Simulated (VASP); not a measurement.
# HgTe (Fm-3m) in VASP: single point with PBE+D3(BJ)

Aim: the single point of HgTe with PBE+D3(BJ).

All numbers are computed with VASP 6.6.1; they aren't measurements. Logs are shortened: lines on timing, memory, paths and dates and some standing lists are left out, and cuts for length are marked.

## 1. The cell of the first run

It takes space group Fm-3m (No. 225, cubic). The conventional cell has a = 6.235 Å, b = 6.235 Å, c = 6.235 Å, α = 90.00°, β = 90.00°, γ = 90.00°. Hg (site symmetry m-3m) has 6 Te at 3.12 Å within 4.1 Å. Te (site symmetry m-3m) has 6 Hg at 3.12 Å within 4.1 Å.

## 2. Single point, PBE+D3(BJ) (volume scaled by 1.10)

The input, INCAR:

```
SYSTEM = HgTe
ALGO = Normal
EDIFF = 1E-7
ENCUT = 520
GGA = PE
ISIF = 2
ISMEAR = 0
IVDW = 12
LASPH = .True.
LCHARG = .True.
LELF = .True.
LREAL = .False.
LVHAR = .True.
LWAVE = .False.
NBANDS = 16
NELM = 100
PREC = Accurate
SIGMA = 0.1
```

The input, KPOINTS:

```
k-points
0
Gamma
  12 12 12
  0 0 0
```

The input, POSCAR:

```
HgTe
1.0
    0.0000000000      3.1173234801      3.1173234801
    3.1173234801      0.0000000000      3.1173234801
    3.1173234801      3.1173234801      0.0000000000
Hg Te
1 1
Direct
    0.0000000000      0.0000000000      0.0000000000
    0.5000000000      0.5000000000      0.5000000000
```

Potentials or basis: VASP PAW PBE potentials, release 64 (Hg, Te).

Run with:

```sh
$ cat potpaw_PBE.64/Hg/POTCAR potpaw_PBE.64/Te/POTCAR > POTCAR
$ mpirun -np 1 vasp_std > vasp.out
```

OUTCAR:

```text
SYSTEM = HgTe
   EDIFF = 1E-7
   ENCUT = 520
   GGA = PE
   ISIF = 2
   ISMEAR = 0
   IVDW = 12
   LASPH = .True.
   LREAL = .False.
   NELM = 100
   PREC = Accurate
 IVDW          = 12

 ion  position               nearest neighbor table
   1  0.000  0.000  0.000-   2 3.12   2 3.12   2 3.12   2 3.12   2 3.12   2 3.12
   2  0.500  0.500  0.500-   1 3.12   1 3.12   1 3.12   1 3.12   1 3.12   1 3.12

  LATTYP: Found a face centered cubic cell.
 ALAT       =     6.2346469602

  Lattice vectors:

 A1 = (   0.0000000000,   3.1173234801,   3.1173234801)
 A2 = (   3.1173234801,   0.0000000000,   3.1173234801)
 A3 = (   3.1173234801,   3.1173234801,   0.0000000000)

Analysis of symmetry for initial positions (statically):
=====================================================================
 Subroutine PRICEL returns:
 Original cell was already a primitive cell.

 Routine SETGRP: Setting up the symmetry group for a
 face centered cubic supercell.

 Subroutine GETGRP returns: Found 48 space group operations
 (whereof 48 operations were pure point group operations)
 out of a pool of 48 trial point group operations.

The static configuration has the point symmetry O_h .

Analysis of symmetry for dynamics (positions and initial velocities):
=====================================================================
 Subroutine PRICEL returns:
 Original cell was already a primitive cell.

 Routine SETGRP: Setting up the symmetry group for a
 face centered cubic supercell.

 Subroutine GETGRP returns: Found 48 space group operations
 (whereof 48 operations were pure point group operations)
 out of a pool of 48 trial point group operations.

The dynamic configuration has the point symmetry O_h .

 Subroutine INISYM returns: Found 48 space group operations
 (whereof 48 operations are pure point group operations),
 and found     1 'primitive' translations

----------------------------------------------------------------------------------------

                                     Primitive cell

  volume of cell :      60.5865

  direct lattice vectors                    reciprocal lattice vectors
     0.000000000  3.117323480  3.117323480    -0.160394006  0.160394006  0.160394006
     3.117323480  0.000000000  3.117323480     0.160394006 -0.160394006  0.160394006
     3.117323480  3.117323480  0.000000000     0.160394006  0.160394006 -0.160394006

  length of vectors
     4.408561144  4.408561144  4.408561144     0.277810567  0.277810567  0.277810567

  position of ions in fractional coordinates (direct lattice)
     0.000000000  0.000000000  0.000000000
     0.500000000  0.500000000  0.500000000

  ion indices of the primitive-cell ions
   primitive index   ion index
                 1           1
                 2           2

----------------------------------------------------------------------------------------

 KPOINTS: k-points

Automatic generation of k-mesh.
 Grid dimensions read from file:
 generate k-points for:   12   12   12

 Generating k-lattice:

  Cartesian coordinates                     Fractional coordinates (reciprocal lattice)
    -0.013366167  0.013366167  0.013366167     0.083333333  0.000000000  0.000000000
     0.013366167 -0.013366167  0.013366167     0.000000000  0.083333333  0.000000000
     0.013366167  0.013366167 -0.013366167     0.000000000  0.000000000  0.083333333

  Length of vectors
     0.023150881  0.023150881  0.023150881

  Shift w.r.t. Gamma in fractional coordinates (k-lattice)
     0.000000000  0.000000000  0.000000000

 Subroutine IBZKPT returns following result:
 ===========================================

 Found     72 irreducible k-points:

 Following reciprocal coordinates:
            Coordinates               Weight
  0.000000  0.000000  0.000000      1.000000
  0.083333  0.000000  0.000000      8.000000
  0.166667  0.000000  0.000000      8.000000
  0.250000  0.000000  0.000000      8.000000
  0.333333  0.000000  0.000000      8.000000
  0.416667  0.000000  0.000000      8.000000
[... 16 lines left out ...]
  0.500000  0.166667  0.000000     24.000000
 -0.416667  0.166667  0.000000     24.000000
 [... further k-points ...]
   k-points           NKPTS =     72   k-points in BZ     NKDIM =     72   number of bands    NBANDS=     16
   number of dos      NEDOS =    301   number of ions     NIONS =      2
   total plane-waves  NPLWV =  46656
   dimension x,y,z NGX =    36 NGY =   36 NGZ =   36
   dimension x,y,z NGXF=    72 NGYF=   72 NGZF=   72
   ions per type =               1   1
   NGX,Y,Z   is equivalent  to a cutoff of  13.58, 13.58, 13.58 a.u.
   NGXF,Y,Z  is equivalent  to a cutoff of  27.15, 27.15, 27.15 a.u.
 SYSTEM =  HgTe
   PREC   = accura    normal or accurate (medium, high low for compatibility)
   ISTART =      0    job   : 0-new  1-cont  2-samecut
   ICHARG =      2    charge: 1-file 2-atom 10-const
   ISPIN  =      1    spin polarized calculation?
   LNONCOLLINEAR =      F non collinear calculations
   LSORBIT =      F    spin-orbit coupling
   LASPH  =      T    aspherical Exc in radial PAW
   ENCUT  =  520.0 eV  38.22 Ry    6.18 a.u.   8.20  8.20  8.20*2*pi/ulx,y,z
   NELM   =    100;   NELMIN=  2; NELMDL= -5     # of ELM steps
   EDIFF  = 0.1E-06   stopping-criterion for ELM
   LREAL  =      F    real-space projection
   EDIFFG = 0.1E-05   stopping-criterion for IOM
   NSW    =      0    number of steps for IOM
   IBRION =     -1    ionic relax: 0-MD 1-quasi-New 2-CG
   NFREE  =      0    steps in history (QN), initial steepest desc. (CG)
   ISIF   =      2    stress and relaxation
   ISYM   =      2    0-nonsym 1-usesym 2-fastsym
   POTIM  = 0.5000    time-step for ionic-motion
   TEBEG  =    0.0;   TEEND  =   0.0 temperature during run
   PSTRESS=    0.0 pullay stress
   NELECT =      18.0000    total number of electrons
   NUPDOWN=      -1.0000    fix difference up-down
   EMIN   =  10.00;   EMAX   =-10.00  energy-range for DOS
   EFERMI =   0.00;   METHOD = LEGACY
   ISMEAR =     0;   SIGMA  =   0.10  broadening in eV -4-tet -1-fermi 0-gaus
   EFERMI_NEDOS =   21; number of points for ismear=-14 and -15
   IALGO  =     38    algorithm
   IMIX   =      4    mixing-type and parameters
     AMIX     =   0.40;   BMIX     =  1.00
     AMIX_MAG =   1.60;   BMIX_MAG =  1.00
  volume/ion in A,a.u.               =      30.29       204.43
  Fermi-wavevector in a.u.,A,eV,Ry     =   1.092380  2.064299 16.235756  1.193294
  Thomas-Fermi vector in A             =   2.228644
   LORBIT       =      0    0 simple, 1 ext, 2 COOP (PROOUT), +10 PAW based schemes
   GGA     = PE    functional components
   LHFCALC =     F    Hartree Fock is set to
   AEXX    =    0.0000 exact exchange contribution
   IVDW    =    12    specifies the selected vdW correction
   LEPSILON=     F    determine dielectric tensor
   LRPA    =     F    only Hartree local field effects (RPA)
 non-spin polarized calculation
 Gauss-broadening in eV      SIGMA  =   0.10
  energy-cutoff  :      520.00
  volume of cell :       60.59
 maximum number of plane-waves:      1660
 NGX is ok and might be reduce to    36
   NGX = 17   NGY = 17   NGZ = 17

 number of electron      18.0000002 magnetization

 Free energy of the ion-electron system (eV)
  ---------------------------------------------------
  ext. energy  EPLUGINS =         0.00000000
  ---------------------------------------------------
  free energy    TOTEN  =        -3.33183441 eV

  energy without entropy =       -3.32612818  energy(sigma->0) =       -3.32898129

 E-fermi :   3.6540     XC(G=0):  -9.5605

 val. band max:        3.5891848277   @ k =  -0.1667   0.2500   0.0833
 cond. band min:       3.6565213589   @ k =   0.3333   0.0000   0.0000
 fundamental gap:      0.0673365311
 Fermi energy:         3.6540352550

 k-point     1 :       0.0000    0.0000    0.0000
  band No.  band energies     occupation
      1      -7.9124      2.00000
      2      -2.7901      2.00000
      3      -2.7901      2.00000
      4      -2.7361      2.00000
      5      -2.7361      2.00000
      6      -2.7361      2.00000
[... 8 lines left out ...]
     15      11.3003      0.00000
     16      11.3003      0.00000

 k-point     2 :       0.0833    0.0000    0.0000
  band No.  band energies     occupation
      1      -7.8593      2.00000
      2      -2.8084      2.00000
      3      -2.8084      2.00000
      4      -2.7418      2.00000
      5      -2.7291      2.00000
      6      -2.7291      2.00000
[... 8 lines left out ...]
     15      11.5561      0.00000
     16      11.5561      0.00000

 k-point     3 :       0.1667    0.0000    0.0000
  band No.  band energies     occupation
      1      -7.7059      2.00000
      2      -2.8618      2.00000
      3      -2.8618      2.00000
      4      -2.7622      2.00000
      5      -2.7053      2.00000
      6      -2.7053      2.00000
[... 8 lines left out ...]
     15      11.9056      0.00000
     16      11.9056      0.00000

 k-point     4 :       0.2500    0.0000    0.0000
  band No.  band energies     occupation
      1      -7.4730      2.00000
      2      -2.9343      2.00000
      3      -2.9343      2.00000
      4      -2.8080      2.00000
      5      -2.6703      2.00000
      6      -2.6703      2.00000
[... 8 lines left out ...]
     15      12.4448      0.00000
     16      12.4448      0.00000
[... 324 lines left out ...]
 k-point    22 :       0.4167    0.1667    0.0000
  band No.  band energies     occupation
      1      -7.0754      2.00000
      2      -2.9956      2.00000
      3      -2.9263      2.00000
      4      -2.8416      2.00000
      5      -2.6258      2.00000
      6      -2.5962      2.00000
[... 8 lines left out ...]
     15      14.4361      0.00000
     16      14.7177      0.00000

 k-point    23 :       0.5000    0.1667    0.0000
  band No.  band energies     occupation
      1      -6.9194      2.00000
      2      -2.9905      2.00000
      3      -2.9465      2.00000
      4      -2.9087      2.00000
      5      -2.5981      2.00000
      6      -2.5861      2.00000
[... 8 lines left out ...]
     15      14.6643      0.00000
     16      14.9823      0.00000

 k-point    24 :      -0.4167    0.1667    0.0000
  band No.  band energies     occupation
      1      -6.8869      2.00000
      2      -3.0323      2.00000
      3      -3.0004      2.00000
      4      -2.8645      2.00000
      5      -2.5962      2.00000
      6      -2.5811      2.00000
[... 8 lines left out ...]
     15      13.7813      0.00000
     16      14.1743      0.00000

 [... further k-points ...]

------------------------ aborting loop because EDIFF is reached ----------------------------------------

 Edisp (eV)   -0.82600

 E8    (eV) :    -0.3790

  FORCE on cell =-STRESS in cart. coord.  units (eV):
  Direction    XX          YY          ZZ          XY          YZ          ZX
  --------------------------------------------------------------------------------------
  -------------------------------------------------------------------------------------
  Total      -1.52176    -1.52176    -1.52176    -0.00000     0.00000     0.00000
  in kB     -40.24226   -40.24226   -40.24226    -0.00000     0.00000     0.00000
  external pressure =      -40.24 kB  Pullay stress =        0.00 kB

 VOLUME and BASIS-vectors are now :
 -----------------------------------------------------------------------------
  energy-cutoff  :      520.00
  volume of cell :       60.59
      direct lattice vectors                 reciprocal lattice vectors
     0.000000000  3.117323480  3.117323480    -0.160394006  0.160394006  0.160394006
     3.117323480  0.000000000  3.117323480     0.160394006 -0.160394006  0.160394006
     3.117323480  3.117323480  0.000000000     0.160394006  0.160394006 -0.160394006

 POSITION                                       TOTAL-FORCE (eV/Angst)
 -----------------------------------------------------------------------------------
      0.00000      0.00000      0.00000         0.000000     -0.000000      0.000000
      3.11732      3.11732      3.11732        -0.000000      0.000000     -0.000000
 -----------------------------------------------------------------------------------
    total drift:                               -0.000000      0.000000      0.000000

  FREE ENERGIE OF THE ION-ELECTRON SYSTEM (eV)
  ---------------------------------------------------
  free  energy   TOTEN  =        -4.1578368103 eV

  energy  without entropy=       -4.1521305711  energy(sigma->0) =       -4.15498369
```

Wall time 40 s (1 thread of Intel Xeon 6975P-C (Granite Rapids), shared host); peak memory 0.24 GiB.

What came out:

```
Free energy                : -4.1578 eV
Pressure                   : -4.0 GPa
Band gap on the k mesh     : zero (band 9 reaches 3.91 eV, above the bottom of band 10 at 1.67 eV)
Dispersion energy per atom : -0.413 eV
```

Caveat: spin-orbit coupling is left out, which moves the levels of the heavy elements; pairwise dispersion overbinds metals, which lowers pressure and volume.
